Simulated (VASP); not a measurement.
# C (P6_3/mmc) in VASP: a series of runs

C is run at these levels: LDA; tasks: single point, relaxation of cell and atoms.

Program: VASP 6.6.1. These are calculated values, not measurements. Logs are shortened: lines on timing, memory, paths and dates and some standing lists are left out, and cuts for length are marked.

### 1 The cell of the first run

Symmetry: P6_3/mmc, No. 194, hexagonal system. Conventional cell: a = 2.483 Å, b = 2.483 Å, c = 4.136 Å, α = 90.00°, β = 90.00°, γ = 120.00°. Within 2.0 Å of C (site symmetry 3m) lie 4 C at 1.53 to 1.55 Å.

### 2 Single point, LDA

The input, INCAR:

```
SYSTEM = C
ALGO = Normal
EDIFF = 1E-6
ENCUT = 520
ISIF = 2
ISMEAR = 0
LASPH = .TRUE.
LCHARG = .TRUE.
LELF = .TRUE.
LREAL = .FALSE.
LVHAR = .TRUE.
LWAVE = .FALSE.
NBANDS = 26
NELM = 100
PREC = Accurate
SIGMA = 0.01
```

The input, KPOINTS:

```
k-points
0
G
  12 8 8
  0 0 0
```

The input, POSCAR:

```
C
1.0
    1.2416565203     -2.1506121787      0.0000000000
    0.0000000000      0.0000000000     -4.1363369410
    3.7249695609      2.1506121787      0.0000000000
C
8
Direct
    0.5000000000      0.9371743353      0.1666666667
    0.0000000000      0.9371743353      0.6666666667
    0.0000000000      0.4371743353      0.3333333333
    0.5000000000      0.4371743353      0.8333333333
    0.5000000000      0.5628256647      0.1666666667
    0.0000000000      0.5628256647      0.6666666667
    0.0000000000      0.0628256647      0.3333333333
    0.5000000000      0.0628256647      0.8333333333
```

Potentials or basis: VASP PAW LDA potentials, release 64 (C).

On the command line:

```sh
> cat potpaw_LDA.64/C/POTCAR > POTCAR
> mpirun -np 1 vasp_std > vasp.out
```

OUTCAR:

```text
SYSTEM = C
   EDIFF = 1E-6
   ENCUT = 520
   ISIF = 2
   ISMEAR = 0
   LASPH = .TRUE.
   LREAL = .FALSE.
   NELM = 100
   PREC = Accurate

 ion  position               nearest neighbor table
   1  0.500  0.937  0.167-   7 1.53   7 1.53   8 1.53   5 1.55
   2  0.000  0.937  0.667-   8 1.53   8 1.53   7 1.53   6 1.55
   3  0.000  0.437  0.333-   5 1.53   5 1.53   6 1.53   7 1.55
   4  0.500  0.437  0.833-   6 1.53   6 1.53   5 1.53   8 1.55
   5  0.500  0.563  0.167-   3 1.53   3 1.53   4 1.53   1 1.55
   6  0.000  0.563  0.667-   4 1.53   4 1.53   3 1.53   2 1.55
   7  0.000  0.063  0.333-   1 1.53   1 1.53   2 1.53   3 1.55
   8  0.500  0.063  0.833-   2 1.53   2 1.53   1 1.53   4 1.55

  LATTYP: Found a simple orthorhombic cell.
 ALAT       =     2.4833130406
 B/A-ratio  =     1.6656526476
 C/A-ratio  =     1.7320508076

  Lattice vectors:

 A1 = (   1.2416565203,  -2.1506121787,   0.0000000000)
 A2 = (   0.0000000000,   0.0000000000,  -4.1363369410)
 A3 = (   3.7249695609,   2.1506121787,   0.0000000000)

Analysis of symmetry for initial positions (statically):
=====================================================================
 Subroutine PRICEL returns following result:

  LATTYP: Found a hexagonal cell.
 ALAT       =     2.4833130406
 C/A-ratio  =     1.6656526476

  Lattice vectors:

 A1 = (   2.4833130406,   0.0000000000,   0.0000000000)
 A2 = (  -1.2416565203,  -2.1506121787,   0.0000000000)
 A3 = (   0.0000000000,   0.0000000000,  -4.1363369410)

   2 primitive cells build up your supercell.

 Routine SETGRP: Setting up the symmetry group for a
 simple orthorhombic supercell.

 Subroutine GETGRP returns: Found  8 space group operations
 (whereof  4 operations were pure point group operations)
 out of a pool of  8 trial point group operations.

The static configuration has the point symmetry C_2h.
 The point group associated with its full space group is D_2h.

Analysis of symmetry for dynamics (positions and initial velocities):
=====================================================================
 Subroutine PRICEL returns following result:

  LATTYP: Found a hexagonal cell.
 ALAT       =     2.4833130406
 C/A-ratio  =     1.6656526476

  Lattice vectors:

 A1 = (   2.4833130406,   0.0000000000,   0.0000000000)
 A2 = (  -1.2416565203,  -2.1506121787,   0.0000000000)
 A3 = (   0.0000000000,   0.0000000000,  -4.1363369410)

   2 primitive cells build up your supercell.

 Routine SETGRP: Setting up the symmetry group for a
 simple orthorhombic supercell.

 Subroutine GETGRP returns: Found  8 space group operations
 (whereof  4 operations were pure point group operations)
 out of a pool of  8 trial point group operations.

The dynamic configuration has the point symmetry C_2h.
 The point group associated with its full space group is D_2h.

 Subroutine INISYM returns: Found  8 space group operations
 (whereof  4 operations are pure point group operations),
 and found     2 'primitive' translations

----------------------------------------------------------------------------------------

                                     Primitive cell

  volume of cell :      22.0907

  direct lattice vectors                    reciprocal lattice vectors
     2.483313041  0.000000000  0.000000000     0.402687854 -0.232491941  0.000000000
    -1.241656520 -2.150612179  0.000000000     0.000000000 -0.464983882  0.000000000
     0.000000000  0.000000000 -4.136336941     0.000000000  0.000000000 -0.241759802

  length of vectors
     2.483313041  2.483313041  4.136336941     0.464983882  0.464983882  0.241759802

  position of ions in fractional coordinates (direct lattice)
     0.666666667  0.333333333  0.937174335
     0.333333333  0.666666667  0.437174335
     0.666666667  0.333333333  0.562825665
     0.333333333  0.666666667  0.062825665

  ion indices of the primitive-cell ions
   primitive index   ion index
                 1           1
                 2           4
                 3           5
                 4           8

----------------------------------------------------------------------------------------

 KPOINTS: k-points

Automatic generation of k-mesh.
 Grid dimensions read from file:
 generate k-points for:   12    8    8

 Generating k-lattice:

  Cartesian coordinates                     Fractional coordinates (reciprocal lattice)
     0.016778661 -0.029061493  0.000000000     0.083333333  0.000000000  0.000000000
     0.000000000  0.000000000 -0.030219975     0.000000000  0.125000000  0.000000000
     0.025167991  0.014530746  0.000000000     0.000000000  0.000000000  0.125000000

  Length of vectors
     0.033557321  0.030219975  0.029061493

  Shift w.r.t. Gamma in fractional coordinates (k-lattice)
     0.000000000  0.000000000  0.000000000

 Subroutine IBZKPT returns following result:
 ===========================================

 Found    175 irreducible k-points:

 Following reciprocal coordinates:
            Coordinates               Weight
  0.000000  0.000000  0.000000      1.000000
  0.083333  0.000000  0.000000      2.000000
  0.166667  0.000000  0.000000      2.000000
  0.250000  0.000000  0.000000      2.000000
  0.333333  0.000000  0.000000      2.000000
  0.416667  0.000000  0.000000      2.000000
[... 16 lines left out ...]
  0.083333  0.375000  0.000000      4.000000
  0.166667  0.375000  0.000000      4.000000
 [... further k-points ...]
   k-points           NKPTS =    175   k-points in BZ     NKDIM =    175   number of bands    NBANDS=     26
   number of dos      NEDOS =    301   number of ions     NIONS =      8
   total plane-waves  NPLWV =  18432
   dimension x,y,z NGX =    18 NGY =   32 NGZ =   32
   dimension x,y,z NGXF=    36 NGYF=   64 NGZF=   64
   ions per type =               8
   NGX,Y,Z   is equivalent  to a cutoff of  12.05, 12.86, 12.37 a.u.
   NGXF,Y,Z  is equivalent  to a cutoff of  24.10, 25.72, 24.74 a.u.
 SYSTEM =  C
   PREC   = accura    normal or accurate (medium, high low for compatibility)
   ISTART =      0    job   : 0-new  1-cont  2-samecut
   ICHARG =      2    charge: 1-file 2-atom 10-const
   ISPIN  =      1    spin polarized calculation?
   LNONCOLLINEAR =      F non collinear calculations
   LSORBIT =      F    spin-orbit coupling
   LASPH  =      T    aspherical Exc in radial PAW
   ENCUT  =  520.0 eV  38.22 Ry    6.18 a.u.   4.62  7.69  8.00*2*pi/ulx,y,z
   NELM   =    100;   NELMIN=  2; NELMDL= -5     # of ELM steps
   EDIFF  = 0.1E-05   stopping-criterion for ELM
   LREAL  =      F    real-space projection
   EDIFFG = 0.1E-04   stopping-criterion for IOM
   NSW    =      0    number of steps for IOM
   IBRION =     -1    ionic relax: 0-MD 1-quasi-New 2-CG
   NFREE  =      0    steps in history (QN), initial steepest desc. (CG)
   ISIF   =      2    stress and relaxation
   ISYM   =      2    0-nonsym 1-usesym 2-fastsym
   POTIM  = 0.5000    time-step for ionic-motion
   TEBEG  =    0.0;   TEEND  =   0.0 temperature during run
   PSTRESS=    0.0 pullay stress
   NELECT =      32.0000    total number of electrons
   NUPDOWN=      -1.0000    fix difference up-down
   EMIN   =  10.00;   EMAX   =-10.00  energy-range for DOS
   EFERMI =   0.00;   METHOD = LEGACY
   ISMEAR =     0;   SIGMA  =   0.01  broadening in eV -4-tet -1-fermi 0-gaus
   EFERMI_NEDOS =   21; number of points for ismear=-14 and -15
   IALGO  =     38    algorithm
   IMIX   =      4    mixing-type and parameters
     AMIX     =   0.40;   BMIX     =  1.00
     AMIX_MAG =   1.60;   BMIX_MAG =  1.00
  volume/ion in A,a.u.               =       5.52        37.27
  Fermi-wavevector in a.u.,A,eV,Ry     =   1.470206  2.778287 29.409089  2.161507
  Thomas-Fermi vector in A             =   2.585491
   LORBIT       =      0    0 simple, 1 ext, 2 COOP (PROOUT), +10 PAW based schemes
   GGA     = CA    functional components
   LHFCALC =     F    Hartree Fock is set to
   AEXX    =    0.0000 exact exchange contribution
   IVDW    =     0    specifies the selected vdW correction
   LEPSILON=     F    determine dielectric tensor
   LRPA    =     F    only Hartree local field effects (RPA)
 non-spin polarized calculation
 Gauss-broadening in eV      SIGMA  =   0.01
  energy-cutoff  :      520.00
  volume of cell :       44.18
 maximum number of plane-waves:      1208
   NGX =  9   NGY = 15   NGZ = 15

 number of electron      31.9999997 magnetization

 Free energy of the ion-electron system (eV)
  ---------------------------------------------------
  ext. energy  EPLUGINS =         0.00000000
  ---------------------------------------------------
  free energy    TOTEN  =       -80.78031022 eV

  energy without entropy =      -80.78031022  energy(sigma->0) =      -80.78031022

 E-fermi :  10.5798     XC(G=0): -13.6232

 val. band max:       10.4226363636   @ k =   0.0000   0.0000   0.0000
 cond. band min:      13.4323776172   @ k =   0.3333   0.0000   0.0000
 fundamental gap:      3.0097412536
 Fermi energy:        10.5798166661

 k-point     1 :       0.0000    0.0000    0.0000
  band No.  band energies     occupation
      1     -11.5807      2.00000
      2      -6.1492      2.00000
      3      -5.8022      2.00000
      4      -4.4998      2.00000
      5      -3.5742      2.00000
      6      -0.8298      2.00000
[... 18 lines left out ...]
     25      20.0469      0.00000
     26      20.0469      0.00000

 k-point     2 :       0.0833    0.0000    0.0000
  band No.  band energies     occupation
      1     -11.4489      2.00000
      2      -6.0285      2.00000
      3      -5.6847      2.00000
      4      -4.4005      2.00000
      5      -3.4486      2.00000
      6      -0.7283      2.00000
[... 18 lines left out ...]
     25      20.4630      0.00000
     26      20.5042      0.00000

 k-point     3 :       0.1667    0.0000    0.0000
  band No.  band energies     occupation
      1     -11.0544      2.00000
      2      -5.6676      2.00000
      3      -5.3331      2.00000
      4      -4.1335      2.00000
      5      -3.0774      2.00000
      6      -0.4236      2.00000
[... 18 lines left out ...]
     25      21.4650      0.00000
     26      22.1754      0.00000

 k-point     4 :       0.2500    0.0000    0.0000
  band No.  band energies     occupation
      1     -10.4007      2.00000
      2      -5.0693      2.00000
      3      -4.7504      2.00000
      4      -3.8691      2.00000
      5      -2.4805      2.00000
      6      -0.3428      2.00000
[... 18 lines left out ...]
     25      22.5812      0.00000
     26      23.0110      0.00000

 k-point     5 :       0.3333    0.0000    0.0000
  band No.  band energies     occupation
      1      -9.4947      2.00000
      2      -4.2407      2.00000
      3      -4.2407      2.00000
      4      -3.9415      2.00000
      5      -1.7195      2.00000
      6      -1.0575      2.00000
[... 18 lines left out ...]
     25      23.1473      0.00000
     26      23.1531      0.00000

 k-point     6 :       0.4167    0.0000    0.0000
  band No.  band energies     occupation
      1      -8.3506      2.00000
      2      -5.5255      2.00000
      3      -3.1996      2.00000
      4      -2.9176      2.00000
      5      -1.1815      2.00000
      6      -0.5295      2.00000
[... 427 lines left out ...]
 k-point    21 :       0.5000    0.2500    0.0000
  band No.  band energies     occupation
      1      -6.5926      2.00000
      2      -6.5926      2.00000
      3      -3.5212      2.00000
      4      -3.5212      2.00000
      5      -1.4208      2.00000
      6      -1.4208      2.00000
[... 18 lines left out ...]
     25      21.7637      0.00000
     26      21.7637      0.00000

 k-point    22 :       0.0000    0.3750    0.0000
  band No.  band energies     occupation
      1     -10.6189      2.00000
      2      -8.9381      2.00000
      3      -5.2738      2.00000
      4      -3.9347      2.00000
      5      -3.3069      2.00000
      6      -1.9475      2.00000
[... 18 lines left out ...]
     25      18.5522      0.00000
     26      18.6794      0.00000

 k-point    23 :       0.0833    0.3750    0.0000
  band No.  band energies     occupation
      1     -10.4882      2.00000
      2      -8.8099      2.00000
      3      -5.1552      2.00000
      4      -3.8337      2.00000
      5      -3.1924      2.00000
      6      -1.8520      2.00000
[... 18 lines left out ...]
     25      19.0177      0.00000
     26      19.0662      0.00000

 k-point    24 :       0.1667    0.3750    0.0000
  band No.  band energies     occupation
      1     -10.0971      2.00000
      2      -8.4264      2.00000
      3      -4.8011      2.00000
      4      -3.5510      2.00000
      5      -2.8606      2.00000
      6      -1.5968      2.00000
[... 18 lines left out ...]
     25      20.0923      0.00000
     26      20.2141      0.00000

 [... further k-points ...]

------------------------ aborting loop because EDIFF is reached ----------------------------------------

  FORCE on cell =-STRESS in cart. coord.  units (eV):
  Direction    XX          YY          ZZ          XY          YZ          ZX
  --------------------------------------------------------------------------------------
  -------------------------------------------------------------------------------------
  Total        0.4381956      0.4380485      0.4262160      0.0001273     -0.0000000     -0.0000000
  in kB       15.8905555     15.8852238     15.4561317      0.0046174     -0.0000000     -0.0000000
  external PRESSURE =      15.7439704 kB  Pullay stress =       0.0000000 kB

 VOLUME and BASIS-vectors are now :
 -----------------------------------------------------------------------------
  energy-cutoff  :      520.00
  volume of cell :       44.18
      direct lattice vectors                 reciprocal lattice vectors
     1.241656520 -2.150612179  0.000000000     0.201343927 -0.348737912  0.000000000
     0.000000000  0.000000000 -4.136336941     0.000000000  0.000000000 -0.241759802
     3.724969561  2.150612179  0.000000000     0.201343927  0.116245971  0.000000000

 POSITION                                       TOTAL-FORCE (eV/Angst)
 -----------------------------------------------------------------------------------
      1.24166     -0.71687     -3.87647         0.000049      0.000028      0.006181
      2.48331      1.43374     -3.87647         0.000049      0.000028      0.006181
      1.24166      0.71687     -1.80830        -0.000049     -0.000028      0.006181
      3.72497      0.71687     -1.80830        -0.000049     -0.000028      0.006181
      1.24166     -0.71687     -2.32804         0.000049      0.000028     -0.006181
      2.48331      1.43374     -2.32804         0.000049      0.000028     -0.006181
      1.24166      0.71687     -0.25987        -0.000049     -0.000028     -0.006181
      3.72497      0.71687     -0.25987        -0.000049     -0.000028     -0.006181
 -----------------------------------------------------------------------------------
    total drift:                                0.000000      0.000000     -0.000000

  FREE ENERGIE OF THE ION-ELECTRON SYSTEM (eV)
  ---------------------------------------------------
  free  energy   TOTEN  =       -80.7803102187 eV

  energy  without entropy=      -80.7803102187  energy(sigma->0) =      -80.78031022
```

Run time: 80 s. Hardware: 1 thread of AMD EPYC 9R45 (Zen 5), shared host; peak memory 0.2 GiB.

What came out:

* Free energy: -80.7803 eV
* Pressure: 1.6 GPa
* Largest force: 0.006 eV/Å
* Band gap on the k mesh: 3.01 eV

Forces on the atoms (eV/Å):
```
C    0.000  0.000  0.006
C    0.000  0.000  0.006
C    0.000  0.000  0.006
C    0.000  0.000  0.006
C    0.000  0.000 -0.006
C    0.000  0.000 -0.006
C    0.000  0.000 -0.006
C    0.000  0.000 -0.006
```

### 3 Relaxation of cell and atoms, LDA

The input, INCAR:

```
SYSTEM = C
PREC = Accurate
ENCUT = 600
EDIFF = 1E-6
ISMEAR = 0
SIGMA = 0.01
LREAL = .FALSE.
LASPH = .TRUE.
NELM = 80
ALGO = Normal
ISIF = 3
LWAVE = .FALSE.
LCHARG = .FALSE.
GGA = CA
IBRION = 2
NSW = 80
EDIFFG = -0.015
```

The input, KPOINTS:

```
Automatic mesh
0
G
  12 8 8
  0 0 0
```

POSCAR is that of step 2.

Potentials or basis: VASP PAW LDA potentials, release 64 (C).

On the command line:

```sh
> cat potpaw_LDA.64/C/POTCAR > POTCAR
> mpirun -np 1 vasp_std > vasp.out
```

Run time: 1.7 min. Hardware: 1 thread of Intel Xeon 6975P-C (Granite Rapids), shared host; peak memory 0.24 GiB.

Results (log left out):

| Quantity | Value |
| --- | --- |
| Free energy | -80.8075 eV |
| Relaxed volume | 5.53 Å³/atom |
| Relaxed cell | a = 2.485 Å, b = 4.139 Å, c = 4.304 Å, α = 90.00°, β = 90.00°, γ = 90.00° |
| Space group after relaxing (to 0.1 Å) | P6_3/mmc (No. 194) |
| Energy gained by relaxing | 0.0 meV/atom |
| Ionic steps | 3 |
| Pressure after relaxing | 0.0 GPa |
| Largest force after relaxing | 0.005 eV/Å |
| Band gap on the k mesh | 3.01 eV |

Forces on the atoms (eV/Å):
```
C    0.000  0.000 -0.005
C    0.000  0.000 -0.005
C    0.000  0.000 -0.005
C    0.000  0.000 -0.005
C    0.000  0.000  0.005
C    0.000  0.000  0.005
C    0.000  0.000  0.005
C    0.000  0.000  0.005
```

Step by step:
```tsv
step	energy change (eV)	largest force (eV/Å)	pressure (GPa)	volume (Å³)
1	0.0000	0.0060	0.79	44.18
2	0.0002	0.0204	-1.06	44.36
3	-0.0002	0.0053	0.01	44.26
```

Final structure:
```
C
1.0
     1.24236   -2.15184    0.00000
     0.00000    0.00000   -4.13858
     3.72709    2.15184    0.00000
C
8
Direct
  0.50000 0.93714 0.16667
  0.00000 0.93714 0.66667
  0.00000 0.43714 0.33333
  0.50000 0.43714 0.83333
  0.50000 0.56286 0.16667
  0.00000 0.56286 0.66667
  0.00000 0.06286 0.33333
  0.50000 0.06286 0.83333
```

Levels at points of the mesh, in eV from the valence-band top:
```csv
k point,band 13,band 14,band 15,band 16,band 17,band 18,band 19,band 20
"(0.00, 0.00, 0.00)",-3.15,-0.52,0.00,0.00,4.52,4.96,4.96,5.35
"(0.50, 0.00, 0.00)",-5.71,-5.71,-5.31,-5.31,4.22,4.22,9.85,9.87
"(0.00, 0.50, 0.00)",-1.89,-1.89,-1.89,-1.89,5.92,5.92,6.62,6.62
"(0.50, 0.50, 0.00)",-4.74,-4.74,-4.74,-4.74,7.38,7.38,7.38,7.38
"(0.00, 0.00, 0.50)",-2.61,-2.61,-1.91,-1.91,4.96,4.96,6.99,6.99
"(0.50, 0.00, 0.50)",-6.15,-6.15,-3.20,-3.20,4.52,4.52,7.92,7.92
"(0.00, 0.50, 0.50)",-3.88,-3.88,-3.88,-3.88,6.12,6.12,6.12,6.12
"(0.50, 0.50, 0.50)",-4.92,-4.92,-4.92,-4.92,5.92,5.92,5.92,5.92
```

A k mesh can miss the band edges.
